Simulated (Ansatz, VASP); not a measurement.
## Cu in VASP and in Ansatz

```
CELL_PARAMETERS angstrom
4.15513 0.00000 0.00000
-2.07756 3.59845 0.00000
0.00000 0.00000 2.44801
ATOMIC_POSITIONS crystal
Cu 0.00000 0.00000 0.00000
Cu 0.33333 0.66667 0.50000
Cu 0.66667 0.33333 0.50000
```

Alike in both runs: functional PBE; k mesh 6 × 6 × 6; occupations gaussian, width 0.1 eV; no spin polarisation.

Ansatz relaxed the structure, and its values are those at the end. VASP's run is a single point on that final structure, the one shown.

|  | VASP | Ansatz |
| --- | --- | --- |
| version | VASP 6.6.1 | Ansatz 0.2.0 |
| potentials or method | VASP PAW PBE potentials, release 64 (Cu), cutoff 600 eV | scalar-relativistic, plane waves, PAW |
| valence electrons in the cell | 33 | 57 |

Ansatz gave:

| Property | Result |
| --- | --- |
| gap on the k mesh at the Fermi level (eV) | none |
| pressure (GPa) | 0.0 |

Task: Which values does VASP return?

Result: gap on the k mesh at the Fermi level (eV): none; pressure (GPa): 0.8.

A gap of «none» marks a metal or a gap that the smearing closes. VASP's potentials hold 33 valence electrons a cell and Ansatz's 57, so a difference there can come from the potentials and not from the codes.

The k mesh is coarse, so the values compare programs but aren't converged.
